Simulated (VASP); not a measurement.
The system is Ti.

```
Ti
1.0
     2.93573    0.00000    0.00000
    -1.46787    2.54242    0.00000
     0.00000    0.00000    4.64086
Ti
2
Direct
  0.33333 0.66667 0.25000
  0.66667 0.33333 0.75000
```

```yaml
Program: VASP 6.6.1
Task: relaxation of cell and atoms
Functional: PBE
Dispersion: D3(BJ)
Potentials_or_basis: VASP PAW PBE potentials, release 64 (Ti_sv)
Cutoff: 600 eV
k_mesh: 18 × 18 × 10
Occupations: gaussian, width 0.1 eV
Spin: no spin polarisation
```

At the start: pressure -5.7 GPa; volume 17.32 Å³/atom.

Question: Where does the relaxation end?

Answer: Over 11 steps the energy falls by 15.9 meV/atom and the volume is 16.45 Å³/atom (-5.0 %); space group P6_3/mmc (No. 194, to 0.1 Å) before and after.

Step by step:
| step | energy change (eV) | largest force (eV/Å) | pressure (GPa) | volume (Å³) |
| --- | --- | --- | --- | --- |
| 1 | 0.0000 | 0.0000 | -5.66 | 34.64 |
| 2 | -0.0129 | 0.0000 | 4.94 | 31.66 |
| 3 | -0.0317 | 0.0000 | 0.06 | 32.92 |
| 4 | -0.0317 | 0.0000 | -0.09 | 32.95 |
| 5 | -0.0317 | 0.0000 | -0.16 | 32.95 |
| 6 | -0.0318 | 0.0000 | -0.16 | 32.95 |
| 7 | -0.0318 | 0.0000 | -0.06 | 32.91 |
| 8 | -0.0318 | 0.0000 | 0.03 | 32.89 |
| 9 | -0.0318 | 0.0000 | 0.03 | 32.90 |
| 10 | -0.0318 | 0.0000 | 0.08 | 32.90 |
| 11 | -0.0318 | 0.0000 | 0.00 | 32.91 |

Final structure:
```
Ti
1.0
     2.88335    0.00000    0.00000
    -1.44168    2.49706    0.00000
     0.00000    0.00000    4.57035
Ti
2
Direct
  0.33333 0.66667 0.25000
  0.66667 0.33333 0.75000
```
